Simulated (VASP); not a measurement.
Write the native input for VASP 6.6.1 that does the following.

- Task: single point
- Functional: PBE
- Potentials or basis: VASP PAW PBE potentials, release 64 (Zn, N)
- Cutoff: 520 eV
- k mesh: 6 × 6 × 4
- Occupations: gaussian, width 0.1 eV
- Spin: collinear spin, ferromagnetic start
- Starting moments: [0.0, 0.0, 1.0] μB
- Dipole correction: no
- Further INCAR settings: ALGO = Normal; EDIFF = 1e-06; NBANDS = 26

The structure of Zn2N lies in POSCAR:

```
Zn2N
1.0
    3.1232866475      0.0000000000      0.0000000000
    0.0000000000      3.1232866475      0.0000000000
    0.0000000000      0.0000000000      3.9543701449
Zn N
2 1
Direct
    0.0000000000      0.0000000000      0.0000000000
    0.5000000000      0.5000000000      0.5000000000
    0.5000000000      0.5000000000      0.0000000000
```

The cell was built from a structure type or drawn by symmetry, and may not be a known phase.

These files were run (other wordings do the same):

INCAR

```
ALGO = Normal ; EDIFF = 1E-6
ENCUT = 520 ; GGA = PE
ISIF = 2 ; ISMEAR = 0
ISPIN = 2 ; LASPH = True
LCHARG = False ; LORBIT = 11
LREAL = False ; LWAVE = False
MAGMOM = 0 0 1 ; NBANDS = 26
NELM = 150 ; PREC = Accurate
SIGMA = 0.1
```

KPOINTS

```
k-points
0
Gamma
  6 6 4
```

Potentials or basis: VASP PAW PBE potentials, release 64 (Zn, N).

Launch:

```console
$ cat potpaw_PBE.64/Zn/POTCAR potpaw_PBE.64/N/POTCAR > POTCAR
$ mpirun -np 1 vasp_std > vasp.out
```

It gave:

* Pressure: 0.6 GPa
* Net moment: 0.00 μB per cell
* Valence electrons inside the program's atomic spheres: Zn 10.69, 10.80; N 3.62

Caveat: the k points lie up to 0.40 Å⁻¹ apart.

Wall time 78 s on 1 thread of Intel Xeon 8259CL, with other jobs on the host, peak memory 0.18 GiB.
